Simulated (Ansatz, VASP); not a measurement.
TaN in VASP and in Ansatz

```
CELL_PARAMETERS angstrom
0.00000 2.17427 2.17427
2.17427 0.00000 2.17427
2.17427 2.17427 0.00000
ATOMIC_POSITIONS crystal
Ta 0.50000 0.50000 0.50000
N 0.00000 0.00000 0.00000
```

Alike in both runs: functional LDA; k mesh 16 × 16 × 16; occupations gaussian, width 0.1 eV; no spin polarisation.

Ansatz relaxed the structure, and its values are those at the end. VASP's run is a single point on that final structure, the one shown.

|  | VASP | Ansatz |
| --- | --- | --- |
| version | VASP 6.6.1 | Ansatz 0.2.0 |
| potentials or method | VASP PAW LDA potentials, release 64 (Ta_sv_GW, N), cutoff 600 eV | scalar-relativistic, plane waves, PAW |
| valence electrons in the cell | 18 | 18 |

|  | VASP | Ansatz | Ansatz less VASP |
| --- | --- | --- | --- |
| gap on the k mesh at the Fermi level (eV) | none | none | - |
| pressure (GPa) | 1.2 | 0.0 | -1.19 |

LDA's correlation is that of Perdew and Zunger in VASP and of Perdew and Wang (1992) in Ansatz. A gap of «none» marks a metal or a gap that the smearing closes.

Neither program's run includes spin-orbit coupling.
